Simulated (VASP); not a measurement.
**SiC (qhas): vibrations by perturbation theory with PBEsol**

The system is SiC (qhas).

```
Si C
1.0
     0.00000    2.17842    2.17842
     2.17842    0.00000    2.17842
     2.17842    2.17842    0.00000
Si C
1 1
Direct
  0.00000 0.00000 0.00000
  0.25000 0.25000 0.25000
```

```yaml
Program: VASP 6.6.1
Task: vibrations by perturbation theory
Functional: PBEsol
Potentials_or_basis: VASP PAW PBE potentials, release 64 (Si, C)
Cutoff: 600 eV
k_mesh: 10 × 10 × 10
Occupations: gaussian, width 0.01 eV
Spin: no spin polarisation
Dipole_correction: no
Further_INCAR_settings: ALGO = Normal; EDIFF = 1e-08; IBRION = 8; NSW = 1
```

```yaml
Highest_phonon_frequency_at_Γ_LO-TO_splitting_left_out: 788 cm⁻¹
```

Phonon frequencies in cm⁻¹ (negative: imaginary):
```csv
q point,frequencies
"(0.000, 0.000, 0.000)",0 0 0 788 788 788
```

Run time: 80 s on 1 thread of Intel Xeon 6975P-C, with other jobs on the host, peak memory 0.23 GiB.
